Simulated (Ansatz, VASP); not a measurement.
This is a calculation of Si2Mo for VASP 6.6.1.

Contents of INCAR:

```
PREC = Accurate ; ENCUT = 520
EDIFF = 1E-6 ; ISMEAR = 0
SIGMA = 0.020999999999999998 ; LREAL = False
LASPH = True ; NELM = 60
ALGO = Normal ; ISIF = 2
LWAVE = False ; LCHARG = False
GGA = PE ; NBANDS = 18
```

File KPOINTS:

```
Automatic mesh
0
Gamma
  12 12 12
```

Contents of POSCAR:

```
Si2Mo
1.0
   -1.6000000000      1.6000000000      3.9305000000
    1.6000000000     -1.6000000000      3.9305000000
    1.6000000000      1.6000000000     -3.9305000000
Mo Si
1 2
Direct
    0.0000000000      0.0000000000      0.0000000000
    0.6670000000      0.6670000000      0.0000000000
    0.3330000000      0.3330000000      0.0000000000
```

Potentials or basis: VASP PAW PBE potentials, release 64 (Mo_sv, Si).

Command:

```bash
$ cat potpaw_PBE.64/Mo_sv/POTCAR potpaw_PBE.64/Si/POTCAR > POTCAR
$ mpirun -np 1 vasp_std > vasp.out
```

Problem. Set up the same calculation for Ansatz 0.2.0. Potentials there: Ansatz PAW.

Solution. As run (the cutoff follows the program's own potentials):

File input.yaml:

```yaml
crystal:
  lattice:
    - [-1.6, 1.6, 3.9305]
    - [1.6, -1.6, 3.9305]
    - [1.6, 1.6, -3.9305]
  atoms:
    - { symbol: Mo, position: [0.0, 0.0, 0.0] }
    - { symbol: Si, position: [0.667, 0.667, 0.0] }
    - { symbol: Si, position: [0.333, 0.333, 0.0] }
hamiltonian:
  xc: pbe
  pseudopotentials: { kind: paw }
kpoints:
  mp_grid: { grid: [12, 12, 12] }
scf:
  occupations: { method: gaussian, width: 0.021 }
output:
  forces: true
  stress: true
  eigenvalues: true
```

Potentials or basis: Ansatz PAW.

The run is started by

```sh
$ ansatz run input.yaml --threads 2 --pin off --max-ram 5632MiB --backend cpu --events-out ev --progress --plain --runs-dir out
```

Both were run:

|  | VASP | Ansatz | Ansatz less VASP |
| --- | --- | --- | --- |
| gap on the k mesh at the Fermi level (eV) | none | none | - |
| pressure (GPa) | 2.4 | 2.2 | -0.17 |
| traceless stress, the component that is largest in VASP (GPa) | -0.78 | -0.76 | +0.011 |
| rms of the force components (eV/Å) | 0.128 | 0.130 | +0.0022 |

Atom by atom the forces differ by 0.002 eV/Å (rms over components). A gap of «none» marks a metal or a gap that the smearing closes.
